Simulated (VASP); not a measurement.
# In (Im-3m) in VASP: a series of runs

Aim: see how the results for In move with the level of theory and the settings. Levels: PBEsol+D3(BJ), PBEsol+D4. Tasks: single point.

Program: VASP 6.6.1. These are calculated values, not measurements. Logs are shortened: lines on timing, memory, paths and dates and some standing lists are left out, and cuts for length are marked.

## 1. The cell of the first run

It takes space group Im-3m (No. 229, cubic). The conventional cell has a = 3.656 Å, b = 3.656 Å, c = 3.656 Å, α = 90.00°, β = 90.00°, γ = 90.00°. Within 4.2 Å of In (site symmetry m-3m) lie 14 In at 3.17 to 3.66 Å.

## 2. Single point, PBEsol+D3(BJ)

The input, INCAR:

```
  PREC = Accurate
  ENCUT = 520
  EDIFF = 1E-6
  ISMEAR = -1
  SIGMA = 0.05
  LREAL = False
  LASPH = True
  NELM = 100
  ALGO = Fast
  ISIF = 2
  LWAVE = False
  LCHARG = True
  GGA = PS
  IVDW = 12
  LELF = True
  LVHAR = True
  NBANDS = 12
```

The input, KPOINTS:

```
regular mesh
0
Gamma
  10 10 10
```

The input, POSCAR:

```
In
1.0
   -1.8279149625      1.8279149625      1.8279149625
    1.8279149625     -1.8279149625      1.8279149625
    1.8279149625      1.8279149625     -1.8279149625
In
1
Direct
    0.0000000000      0.0000000000      0.0000000000
```

Potentials or basis: VASP PAW PBE potentials, release 64 (In_d).

On the command line:

```sh
> cat potpaw_PBE.64/In_d/POTCAR > POTCAR
> mpirun -np 1 vasp_std > vasp.out
```

OUTCAR:

```text
PREC = Accurate
   ENCUT = 520
   EDIFF = 1E-6
   ISMEAR = -1
   LREAL = False
   LASPH = True
   NELM = 100
   ISIF = 2
   GGA = PS
   IVDW = 12
 IVDW          = 12

 ion  position               nearest neighbor table
   1  0.000  0.000  0.000-

  LATTYP: Found a body centered cubic cell.
 ALAT       =     3.6558299250

  Lattice vectors:

 A1 = (  -1.8279149625,   1.8279149625,   1.8279149625)
 A2 = (   1.8279149625,  -1.8279149625,   1.8279149625)
 A3 = (   1.8279149625,   1.8279149625,  -1.8279149625)

Analysis of symmetry for initial positions (statically):
=====================================================================
 Subroutine PRICEL returns:
 Original cell was already a primitive cell.

 Routine SETGRP: Setting up the symmetry group for a
 body centered cubic supercell.

 Subroutine GETGRP returns: Found 48 space group operations
 (whereof 48 operations were pure point group operations)
 out of a pool of 48 trial point group operations.

The static configuration has the point symmetry O_h .

Analysis of symmetry for dynamics (positions and initial velocities):
=====================================================================
 Subroutine PRICEL returns:
 Original cell was already a primitive cell.

 Routine SETGRP: Setting up the symmetry group for a
 body centered cubic supercell.

 Subroutine GETGRP returns: Found 48 space group operations
 (whereof 48 operations were pure point group operations)
 out of a pool of 48 trial point group operations.

The dynamic configuration has the point symmetry O_h .

 Subroutine INISYM returns: Found 48 space group operations
 (whereof 48 operations are pure point group operations),
 and found     1 'primitive' translations

----------------------------------------------------------------------------------------

                                     Primitive cell

  volume of cell :      24.4303

  direct lattice vectors                    reciprocal lattice vectors
    -1.827914962  1.827914962  1.827914962     0.000000000  0.273535701  0.273535701
     1.827914962 -1.827914962  1.827914962     0.273535701  0.000000000  0.273535701
     1.827914962  1.827914962 -1.827914962     0.273535701  0.273535701  0.000000000

[... 83 lines left out ...]
   EDIFFG = 0.1E-04   stopping-criterion for IOM
   NSW    =      0    number of steps for IOM
   IBRION =     -1    ionic relax: 0-MD 1-quasi-New 2-CG
   NFREE  =      0    steps in history (QN), initial steepest desc. (CG)
   ISIF   =      2    stress and relaxation
   ISYM   =      2    0-nonsym 1-usesym 2-fastsym
   POTIM  = 0.5000    time-step for ionic-motion
   TEBEG  =    0.0;   TEEND  =   0.0 temperature during run
   PSTRESS=    0.0 pullay stress
   NELECT =      13.0000    total number of electrons
   NUPDOWN=      -1.0000    fix difference up-down
   EMIN   =  10.00;   EMAX   =-10.00  energy-range for DOS
   EFERMI =   0.00;   METHOD = LEGACY
   ISMEAR =    -1;   SIGMA  =   0.05  broadening in eV -4-tet -1-fermi 0-gaus
   EFERMI_NEDOS =   21; number of points for ismear=-14 and -15
   IALGO  =     68    algorithm
   IMIX   =      4    mixing-type and parameters
     AMIX     =   0.40;   BMIX     =  1.00
     AMIX_MAG =   1.60;   BMIX_MAG =  1.00
  volume/ion in A,a.u.               =      24.43       164.86
  Fermi-wavevector in a.u.,A,eV,Ry     =   1.326620  2.506949 23.945184  1.759921
  Thomas-Fermi vector in A             =   2.455993
   LORBIT       =      0    0 simple, 1 ext, 2 COOP (PROOUT), +10 PAW based schemes
   GGA     = PS    functional components
   LHFCALC =     F    Hartree Fock is set to
   AEXX    =    0.0000 exact exchange contribution
   IVDW    =    12    specifies the selected vdW correction
   LEPSILON=     F    determine dielectric tensor
   LRPA    =     F    only Hartree local field effects (RPA)
 non-spin polarized calculation
 RMM-DIIS sequential band-by-band and
  energy-cutoff  :      520.00
  volume of cell :       24.43
 maximum number of plane-waves:       682
   NGX = 11   NGY = 11   NGZ = 11

 number of electron      13.0000000 magnetization

 Free energy of the ion-electron system (eV)
  ---------------------------------------------------
  ext. energy  EPLUGINS =         0.00000000
  ---------------------------------------------------
  free energy    TOTEN  =        -2.96685225 eV

  energy without entropy =       -2.96279689  energy(sigma->0) =       -2.96482457

 E-fermi :   8.0907     XC(G=0): -10.7384

 val. band max:        8.0101628128   @ k =   0.3000   0.3000   0.0000
 cond. band min:       8.1352815810   @ k =  -0.4000   0.4000   0.2000
 fundamental gap:      0.1251187682
 Fermi energy:         8.0906678443

 k-point     1 :       0.0000    0.0000    0.0000
  band No.  band energies     occupation
      1      -6.5240      2.00000
      2      -6.5240      2.00000
      3      -6.5240      2.00000
      4      -6.1900      2.00000
      5      -6.1900      2.00000
      6      -1.8913      2.00000
      7      20.0313      0.00000
      8      20.0313      0.00000
      9      20.0313      0.00000
     10      21.3715      0.00000
     11      21.3715      0.00000
     12      21.3715      0.00000
[... 331 lines left out ...]
 k-point    24 :      -0.3000    0.3000    0.1000
  band No.  band energies     occupation
      1      -6.5623      2.00000
      2      -6.4925      2.00000
      3      -6.2788      2.00000
      4      -6.2078      2.00000
      5      -6.1831      2.00000
      6       0.6139      2.00000
      7      10.6008      0.00000
      8      14.6590      0.00000
      9      15.7973      0.00000
     10      19.6089      0.00000
     11      20.5324      0.00000
     12      21.4308      0.00000

 [... further k-points ...]

------------------------ aborting loop because EDIFF is reached ----------------------------------------

 Edisp (eV)   -0.38495

 E8    (eV) :    -0.2788

  FORCE on cell =-STRESS in cart. coord.  units (eV):
  Direction    XX          YY          ZZ          XY          YZ          ZX
  --------------------------------------------------------------------------------------
  -------------------------------------------------------------------------------------
  Total       0.00283     0.00283     0.00283     0.00000     0.00000    -0.00000
  in kB       0.18553     0.18553     0.18553     0.00000     0.00000    -0.00000
  external pressure =        0.19 kB  Pullay stress =        0.00 kB

 VOLUME and BASIS-vectors are now :
 -----------------------------------------------------------------------------
  energy-cutoff  :      520.00
  volume of cell :       24.43
      direct lattice vectors                 reciprocal lattice vectors
    -1.827914962  1.827914962  1.827914962     0.000000000  0.273535701  0.273535701
     1.827914962 -1.827914962  1.827914962     0.273535701  0.000000000  0.273535701
     1.827914962  1.827914962 -1.827914962     0.273535701  0.273535701  0.000000000

 POSITION                                       TOTAL-FORCE (eV/Angst)
 -----------------------------------------------------------------------------------
      0.00000      0.00000      0.00000        -0.000000      0.000000     -0.000000
 -----------------------------------------------------------------------------------
    total drift:                               -0.000000      0.000000      0.000000

  FREE ENERGIE OF THE ION-ELECTRON SYSTEM (eV)
  ---------------------------------------------------
  free  energy   TOTEN  =        -3.3518034086 eV

  energy  without entropy=       -3.3477480472  energy(sigma->0) =       -3.34977573
```

OSZICAR:

```text
N       E                     dE             d eps       ncg     rms          rms(c)
DAV:   1     0.780249627420E+02    0.78025E+02   -0.62566E+03  1140   0.141E+03
DAV:   2     0.782756038251E+00   -0.77242E+02   -0.75230E+02  1160   0.290E+02
DAV:   3    -0.293003460046E+01   -0.37128E+01   -0.37021E+01  1372   0.645E+01
DAV:   4    -0.301295267651E+01   -0.82918E-01   -0.82896E-01  1392   0.948E+00
DAV:   5    -0.301681924293E+01   -0.38666E-02   -0.38664E-02  1568   0.186E+00    0.261E+00
RMM:   6    -0.297543844132E+01    0.41381E-01   -0.50216E-02  1390   0.358E+00    0.135E+00
RMM:   7    -0.296738314176E+01    0.80553E-02   -0.17703E-02  1335   0.173E+00    0.316E-01
RMM:   8    -0.296679582429E+01    0.58732E-03   -0.21792E-03  1625   0.648E-01    0.880E-02
RMM:   9    -0.296684606177E+01   -0.50237E-04   -0.64259E-04  1730   0.243E-01    0.439E-02
RMM:  10    -0.296684697450E+01   -0.91273E-06   -0.14310E-04  1532   0.201E-01    0.645E-03
RMM:  11    -0.296685150213E+01   -0.45276E-05   -0.63428E-05  1767   0.846E-02    0.101E-02
RMM:  12    -0.296685160098E+01   -0.98857E-07   -0.14724E-05  1497   0.541E-02    0.160E-03
RMM:  13    -0.296685225422E+01   -0.65323E-06   -0.55171E-06  1005   0.238E-02
   1 F= -.33518034E+01 E0= -.33497757E+01  d E =-.405536E-02
```

stdout:

```text
POSCAR found type information on POSCAR In
 POSCAR found :  1 types and       1 ions
 scaLAPACK will be used
 -----------------------------------------------------------------------------
|                                                                             |
|                                                                             |
|     You enforced a specific xc type in the INCAR file but a different       |
|     I HOPE YOU KNOW WHAT YOU ARE DOING!                                     |
|                                                                             |
 -----------------------------------------------------------------------------

 LDA part: xc-table for (Slater+PW92), standard interpolation
 POSCAR, INCAR and KPOINTS ok, starting setup
 FFT: planning ... GRIDC
 FFT: planning ... GRID_SOFT
 FFT: planning ... GRID
 WAVECAR not read
 entering main loop
WARNING in EDDRMM: call to ZHEGV failed, returncode =   8  4     12
```

Wall time 10 s (1 thread of AMD EPYC 7R13 (Zen 3), shared host); peak memory 0.12 GiB.

What came out:

| Quantity | Value |
| --- | --- |
| Free energy | -3.3518 eV |
| Pressure | 0.0 GPa |
| Dispersion energy per atom | -0.385 eV |

Caveat: the PAW data sets were made with another functional, which shifts forces and pressure a little; spin-orbit coupling is left out, which moves the levels of the heavy elements; pairwise dispersion overbinds metals, which lowers pressure and volume.

## 3. Single point, PBEsol+D4

This run uses another cell than the first one, of 25.01 Å³/atom, 1.024 times its volume.

The input, INCAR:

```
  PREC = Accurate
  ENCUT = 520
  EDIFF = 1E-6
  ISMEAR = -1
  SIGMA = 0.05
  LREAL = F
  LASPH = T
  NELM = 100
  ALGO = Fast
  ISIF = 2
  LWAVE = F
  LCHARG = T
  GGA = PS
  IVDW = 13
  LELF = T
  LVHAR = T
  NBANDS = 12
```

KPOINTS is that of step 2.

The input, POSCAR:

```
In
1.0
   -1.8422347589      1.8422347589      1.8422347589
    1.8422347589     -1.8422347589      1.8422347589
    1.8422347589      1.8422347589     -1.8422347589
In
1
Direct
    0.0000000000      0.0000000000      0.0000000000
```

Potentials or basis: VASP PAW PBE potentials, release 64 (In_d).

On the command line:

```sh
> cat potpaw_PBE.64/In_d/POTCAR > POTCAR
> mpirun -np 1 vasp_std > vasp.out
```

It took 12 s on 1 thread of AMD EPYC 7R13 (Zen 3), shared host; peak memory 0.11 GiB.

Results (log left out):

* Free energy: -3.1938 eV
* Pressure: 0.0 GPa
* Dispersion energy per atom: -0.220 eV

Levels at points of the mesh, in eV from the Fermi level:
| k point | band 3 | band 4 | band 5 | band 6 | band 7 | band 8 | band 9 | band 10 |
| --- | --- | --- | --- | --- | --- | --- | --- | --- |
| (0.00, 0.00, 0.00) | -14.58 | -14.26 | -14.26 | -9.81 | 11.67 | 11.67 | 11.67 | 13.22 |
| (0.50, 0.00, 0.00) | -14.28 | -14.26 | -14.06 | -3.87 | -3.32 | 6.19 | 7.56 | 10.44 |
| (0.50, 0.50, 0.50) | -14.11 | -14.11 | -14.11 | 1.31 | 1.31 | 1.31 | 1.41 | 5.44 |

Caveat: the PAW data sets were made with another functional, which shifts forces and pressure a little; spin-orbit coupling is left out, which moves the levels of the heavy elements; pairwise dispersion overbinds metals, which lowers pressure and volume.
